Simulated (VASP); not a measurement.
Here is a VASP 6.6.1 calculation.

The input INCAR:

```
PREC = Accurate
ENCUT = 520
EDIFF = 1E-6
ISMEAR = 0
SIGMA = 0.1
LREAL = False
LASPH = True
NELM = 100
ALGO = Normal
ISIF = 2
LWAVE = False
LCHARG = False
LDIPOL = True
IDIPOL = 3
DIPOL = 0.5 0.5 0.346
GGA = PE
NBANDS = 38
```

File KPOINTS:

```
Automatic mesh
0
Gamma
  9 7 1
```

Contents of POSCAR:

```
W4C
1.0
    2.8547213223      0.0000000000      0.0000000000
    0.0000000000      4.0371856107      0.0000000000
    0.0000000000      0.0000000000     19.4570327473
W C
4 1
Direct
    0.5000000000      0.5000000000      0.2055811928
    0.0000000000      0.0000000000      0.2789408195
    0.5000000000      0.5000000000      0.3513926690
    0.0000000000      0.0000000000      0.4089540708
    0.3333333333      0.1000000000      0.4874520618
```

Potentials or basis: VASP PAW PBE potentials, release 64 (W_sv, C).

Run with:

```sh
$ cat potpaw_PBE.64/W_sv/POTCAR potpaw_PBE.64/C/POTCAR > POTCAR
$ mpirun -np 1 vasp_std > vasp.out
```

Task: What does it give for the band gap on the k mesh?

Result: Zero (bands 30 and 31 overlap by 0.65 eV).

Task: Estimate the largest force.

Result: 3.546 eV/Å.

Forces in eV/Å, atoms in the order of the input:
```
W   -0.088  0.004  2.176
W    0.418  0.087 -3.521
W   -0.587 -0.050 -1.370
W   -1.726 -0.359  2.610
C    1.982  0.317  0.105
```

Caveat: spin-orbit coupling is left out, which moves the levels of the heavy elements.
